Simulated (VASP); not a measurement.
# TaN (P-6m2) in VASP: a series of runs, part 2 of 2

VASP 6.6.1. The steps go on from the part before.

**4. Single point, LDA**

This run uses another cell than the first one, of 10.43 Å³/atom.

INCAR reads:

```
ALGO = Normal ; EDIFF = 1E-6
ENCUT = 700 ; GGA = CA
GGA_COMPAT = F ; ISIF = 2
ISMEAR = 0 ; LASPH = T
LCHARG = F ; LREAL = F
LWAVE = F ; NBANDS = 16
NELM = 120 ; PREC = Accurate
SIGMA = 0.1
```

KPOINTS reads:

```
k-points
0
Gamma
  18 18 14
```

POSCAR reads:

```
TaN
1.0
    2.9065526802      0.0000000000      0.0000000000
   -1.4532763401      2.5171484585      0.0000000000
    0.0000000000      0.0000000000      2.8514916531
Ta N
1 1
Direct
    0.0000000000      0.0000000000      0.5000000000
    0.6666666667      0.3333333333      0.0000000000
```

Potentials or basis: VASP PAW LDA potentials, release 64 (Ta_sv_GW, N).

Run with:

```console
$ cat potpaw_LDA.64/Ta_sv_GW/POTCAR potpaw_LDA.64/N/POTCAR > POTCAR
$ mpirun -np 1 vasp_std > vasp.out
```

OUTCAR:

```text
EDIFF = 1E-6
   ENCUT = 700
   GGA = CA
   ISIF = 2
   ISMEAR = 0
   LASPH = T
   LREAL = F
   NELM = 120
   PREC = Accurate

 ion  position               nearest neighbor table
   1  0.000  0.000  0.500-   2 2.20   2 2.20   2 2.20   2 2.20   2 2.20   2 2.20
   2  0.667  0.333  0.000-   1 2.20   1 2.20   1 2.20   1 2.20   1 2.20   1 2.20

  LATTYP: Found a hexagonal cell.
 ALAT       =     2.9065526802
 C/A-ratio  =     0.9810562432

  Lattice vectors:

 A1 = (   2.9065526802,   0.0000000000,   0.0000000000)
 A2 = (  -1.4532763401,   2.5171484585,   0.0000000000)
 A3 = (   0.0000000000,   0.0000000000,   2.8514916531)

Analysis of symmetry for initial positions (statically):
=====================================================================
 Subroutine PRICEL returns:
 Original cell was already a primitive cell.

 Routine SETGRP: Setting up the symmetry group for a
 hexagonal supercell.

 Subroutine GETGRP returns: Found 12 space group operations
 (whereof 12 operations were pure point group operations)
 out of a pool of 24 trial point group operations.

The static configuration has the point symmetry D_3h.

Analysis of symmetry for dynamics (positions and initial velocities):
=====================================================================
 Subroutine PRICEL returns:
 Original cell was already a primitive cell.

 Routine SETGRP: Setting up the symmetry group for a
 hexagonal supercell.

 Subroutine GETGRP returns: Found 12 space group operations
 (whereof 12 operations were pure point group operations)
 out of a pool of 24 trial point group operations.

The dynamic configuration has the point symmetry D_3h.

 Subroutine INISYM returns: Found 12 space group operations
 (whereof 12 operations are pure point group operations),
 and found     1 'primitive' translations

----------------------------------------------------------------------------------------

                                     Primitive cell

  volume of cell :      20.8622

  direct lattice vectors                    reciprocal lattice vectors
     2.906552680  0.000000000  0.000000000     0.344050189  0.198637469  0.000000000
    -1.453276340  2.517148458  0.000000000     0.000000000  0.397274939  0.000000000
     0.000000000  0.000000000  2.851491653     0.000000000  0.000000000  0.350693644

  length of vectors
     2.906552680  2.906552680  2.851491653     0.397274939  0.397274939  0.350693644

  position of ions in fractional coordinates (direct lattice)
     0.000000000  0.000000000  0.500000000
     0.666666667  0.333333333  0.000000000

  ion indices of the primitive-cell ions
   primitive index   ion index
                 1           1
                 2           2

----------------------------------------------------------------------------------------

 KPOINTS: k-points

Automatic generation of k-mesh.
 Grid dimensions read from file:
 generate k-points for:   18   18   14

 Generating k-lattice:

  Cartesian coordinates                     Fractional coordinates (reciprocal lattice)
     0.019113899  0.011035415  0.000000000     0.055555556  0.000000000  0.000000000
     0.000000000  0.022070830  0.000000000     0.000000000  0.055555556  0.000000000
     0.000000000  0.000000000  0.025049546     0.000000000  0.000000000  0.071428571

  Length of vectors
     0.022070830  0.022070830  0.025049546

  Shift w.r.t. Gamma in fractional coordinates (k-lattice)
     0.000000000  0.000000000  0.000000000

 Subroutine IBZKPT returns following result:
 ===========================================

 Found    296 irreducible k-points:

 Following reciprocal coordinates:
            Coordinates               Weight
  0.000000  0.000000  0.000000      1.000000
  0.055556 -0.000000  0.000000      6.000000
  0.111111 -0.000000  0.000000      6.000000
  0.166667  0.000000  0.000000      6.000000
  0.222222  0.000000  0.000000      6.000000
  0.277778  0.000000  0.000000      6.000000
[... 16 lines left out ...]
  0.333333  0.111111  0.000000     12.000000
  0.388889  0.111111  0.000000     12.000000
 [... further k-points ...]
   k-points           NKPTS =    296   k-points in BZ     NKDIM =    296   number of bands    NBANDS=     16
   number of dos      NEDOS =    301   number of ions     NIONS =      2
   total plane-waves  NPLWV =  21952
   dimension x,y,z NGX =    28 NGY =   28 NGZ =   28
   dimension x,y,z NGXF=    56 NGYF=   56 NGZF=   56
   ions per type =               1   1
   NGX,Y,Z   is equivalent  to a cutoff of  16.02, 16.02, 16.32 a.u.
   NGXF,Y,Z  is equivalent  to a cutoff of  32.03, 32.03, 32.65 a.u.
 SYSTEM =  unknown system
   PREC   = accura    normal or accurate (medium, high low for compatibility)
   ISTART =      0    job   : 0-new  1-cont  2-samecut
   ICHARG =      2    charge: 1-file 2-atom 10-const
   ISPIN  =      1    spin polarized calculation?
   LNONCOLLINEAR =      F non collinear calculations
   LSORBIT =      F    spin-orbit coupling
   LASPH  =      T    aspherical Exc in radial PAW
   ENCUT  =  700.0 eV  51.45 Ry    7.17 a.u.   6.27  6.27  6.15*2*pi/ulx,y,z
   NELM   =    120;   NELMIN=  2; NELMDL= -5     # of ELM steps
   EDIFF  = 0.1E-05   stopping-criterion for ELM
   LREAL  =      F    real-space projection
   EDIFFG = 0.1E-04   stopping-criterion for IOM
   NSW    =      0    number of steps for IOM
   IBRION =     -1    ionic relax: 0-MD 1-quasi-New 2-CG
   NFREE  =      0    steps in history (QN), initial steepest desc. (CG)
   ISIF   =      2    stress and relaxation
   ISYM   =      2    0-nonsym 1-usesym 2-fastsym
   POTIM  = 0.5000    time-step for ionic-motion
   TEBEG  =    0.0;   TEEND  =   0.0 temperature during run
   PSTRESS=    0.0 pullay stress
   NELECT =      18.0000    total number of electrons
   NUPDOWN=      -1.0000    fix difference up-down
   EMIN   =  10.00;   EMAX   =-10.00  energy-range for DOS
   EFERMI =   0.00;   METHOD = LEGACY
   ISMEAR =     0;   SIGMA  =   0.10  broadening in eV -4-tet -1-fermi 0-gaus
   EFERMI_NEDOS =   21; number of points for ismear=-14 and -15
   IALGO  =     38    algorithm
   IMIX   =      4    mixing-type and parameters
     AMIX     =   0.40;   BMIX     =  1.00
     AMIX_MAG =   1.60;   BMIX_MAG =  1.00
  volume/ion in A,a.u.               =      10.43        70.39
  Fermi-wavevector in a.u.,A,eV,Ry     =   1.558521  2.945177 33.048378  2.428987
  Thomas-Fermi vector in A             =   2.662013
   LORBIT       =      0    0 simple, 1 ext, 2 COOP (PROOUT), +10 PAW based schemes
   GGA     = CA    functional components
   LHFCALC =     F    Hartree Fock is set to
   AEXX    =    0.0000 exact exchange contribution
   IVDW    =     0    specifies the selected vdW correction
   LEPSILON=     F    determine dielectric tensor
   LRPA    =     F    only Hartree local field effects (RPA)
 non-spin polarized calculation
 Gauss-broadening in eV      SIGMA  =   0.10
  energy-cutoff  :      700.00
  volume of cell :       20.86
 maximum number of plane-waves:       894
 NGX is ok and might be reduce to    28
   NGX = 13   NGY = 13   NGZ = 13

 number of electron      18.0000000 magnetization

 Free energy of the ion-electron system (eV)
  ---------------------------------------------------
  ext. energy  EPLUGINS =         0.00000000
  ---------------------------------------------------
  free energy    TOTEN  =       -27.22980384 eV

  energy without entropy =      -27.22954573  energy(sigma->0) =      -27.22967478

 E-fermi :  12.5695     XC(G=0): -14.1640

 val. band max:       12.5251664467   @ k =   0.0000   0.0000   0.4286
 cond. band min:      12.6010065760   @ k =   0.0556  -0.0000   0.5000
 fundamental gap:      0.0758401294
 Fermi energy:        12.5694666362

 k-point     1 :       0.0000    0.0000    0.0000
  band No.  band energies     occupation
      1     -55.4076      2.00000
      2     -21.9188      2.00000
      3     -21.6425      2.00000
      4     -21.6425      2.00000
      5      -5.1491      2.00000
      6       7.9201      2.00000
[... 8 lines left out ...]
     15      25.8087      0.00000
     16      29.0590      0.00000
[... 419 lines left out ...]
 k-point    24 :       0.3889    0.1111    0.0000
  band No.  band energies     occupation
      1     -55.3165      2.00000
      2     -22.7488      2.00000
      3     -21.9891      2.00000
      4     -21.7527      2.00000
      5      -2.6778      2.00000
      6       4.4025      2.00000
[... 8 lines left out ...]
     15      25.1314      0.00000
     16      28.6406      0.00000

 [... further k-points ...]

------------------------ aborting loop because EDIFF is reached ----------------------------------------

  FORCE on cell =-STRESS in cart. coord.  units (eV):
  Direction    XX          YY          ZZ          XY          YZ          ZX
  --------------------------------------------------------------------------------------
  -------------------------------------------------------------------------------------
  Total        0.1484450      0.1484450      0.1702023     -0.0000000     -0.0000000      0.0000000
  in kB       11.4003230     11.4003230     13.0712407     -0.0000000     -0.0000000      0.0000000
  external PRESSURE =      11.9572956 kB  Pullay stress =       0.0000000 kB

 VOLUME and BASIS-vectors are now :
 -----------------------------------------------------------------------------
  energy-cutoff  :      700.00
  volume of cell :       20.86
      direct lattice vectors                 reciprocal lattice vectors
     2.906552680  0.000000000  0.000000000     0.344050189  0.198637469  0.000000000
    -1.453276340  2.517148458  0.000000000     0.000000000  0.397274939  0.000000000
     0.000000000  0.000000000  2.851491653     0.000000000  0.000000000  0.350693644

 POSITION                                       TOTAL-FORCE (eV/Angst)
 -----------------------------------------------------------------------------------
      0.00000      0.00000      1.42575        -0.000000      0.000000      0.000000
      1.45328      0.83905      0.00000         0.000000     -0.000000      0.000000
 -----------------------------------------------------------------------------------
    total drift:                               -0.000000      0.000000      0.000000

  FREE ENERGIE OF THE ION-ELECTRON SYSTEM (eV)
  ---------------------------------------------------
  free  energy   TOTEN  =       -27.2298038411 eV

  energy  without entropy=      -27.2295457251  energy(sigma->0) =      -27.22967478
```

Run time: 82 s. Hardware: 1 thread of Intel Xeon Platinum 8488C (Sapphire Rapids), shared host; peak memory 0.28 GiB.

What came out:

* Free energy: -27.2298 eV
* Pressure: 1.2 GPa
* Band gap on the k mesh: zero (bands 9 and 10 overlap by 0.37 eV)

Caveat: spin-orbit coupling is left out, which moves the levels of the heavy elements.

**5. Single point, LDA (10.12 Å³/atom)**

This run uses another cell than the first one, of 10.12 Å³/atom.

INCAR reads:

```
  PREC = Accurate
  ENCUT = 700
  EDIFF = 1E-6
  ISMEAR = 0
  SIGMA = 0.1
  LREAL = F
  LASPH = T
  NELM = 120
  ALGO = Normal
  ISIF = 2
  LWAVE = F
  LCHARG = F
  NBANDS = 16
  GGA_COMPAT = F
```

KPOINTS reads:

```
regular mesh
0
Gamma
  18 18 14
```

POSCAR reads:

```
TaN
1.0
    2.8752024682      0.0000000000      0.0000000000
   -1.4376012341      2.4899983784      0.0000000000
    0.0000000000      0.0000000000      2.8265936004
Ta N
1 1
Direct
    0.0000000000      0.0000000000      0.5000000000
    0.6666666667      0.3333333333      0.0000000000
```

Run with:

```console
$ cat potpaw_LDA.64/Ta_sv_GW/POTCAR potpaw_LDA.64/N/POTCAR > POTCAR
$ mpirun -np 1 vasp_std > vasp.out
```

Run time: 54 s. Hardware: 1 thread of Intel Xeon 6975P-C (Granite Rapids), shared host; peak memory 0.28 GiB.

It converged, with:

| Property | Result |
| --- | --- |
| Free energy | -27.1998 eV |
| Pressure | 13.7 GPa |
| Band gap on the k mesh | zero (bands 9 and 10 overlap by 0.37 eV) |

Stress tensor (GPa, compression positive):
```
13.68  0.00  0.00
 0.00 13.68  0.00
 0.00  0.00 13.89
```

Levels at points of the mesh, in eV from the Fermi level:
| k point | band 7 | band 8 | band 9 | band 10 | band 11 | band 12 |
| --- | --- | --- | --- | --- | --- | --- |
| (0.00, 0.00, 0.00) | -4.77 | -4.45 | -2.91 | 2.89 | 3.90 | 3.90 |
| (0.50, 0.00, 0.00) | -5.47 | -3.69 | -3.18 | 3.24 | 4.47 | 5.57 |
| (0.00, 0.00, 0.50) | -3.89 | -3.89 | -0.09 | -0.09 | 2.63 | 3.51 |
| (0.50, 0.00, 0.50) | -6.31 | -5.99 | -0.09 | 4.70 | 5.89 | 6.67 |

Caveat: the cell stands under pressure; spin-orbit coupling is left out, which moves the levels of the heavy elements.

**6. Summary**

```csv
cell,gap on the mesh (eV),pressure (GPa)
"a = 2.811, b = 2.811, c = 2.775 Å, angles 90.0, 90.0, 120.0°, 2 atoms",none,45.7
"a = 2.843, b = 2.843, c = 2.801 Å, angles 90.0, 90.0, 120.0°, 2 atoms",none,28.5
"a = 2.907, b = 2.907, c = 2.851 Å, angles 90.0, 90.0, 120.0°, 2 atoms",none,1.2
"a = 2.875, b = 2.875, c = 2.827 Å, angles 90.0, 90.0, 120.0°, 2 atoms",none,13.7
```

Alike in all rows: task single point; level LDA; potentials or basis VASP PAW LDA potentials, release 64 (Ta_sv_GW, N); no spin polarisation; k mesh 18 × 18 × 14; cutoff (eV) 700; smearing gaussian 0.1 eV.

Caveats: spin-orbit coupling is left out, which moves the levels of the heavy elements; the cell stands under pressure (at least some runs).

Absolute energies hang on the potentials; compare differences alone.

The gap in the log of VASP goes by the Fermi energy; the results here count the filled bands.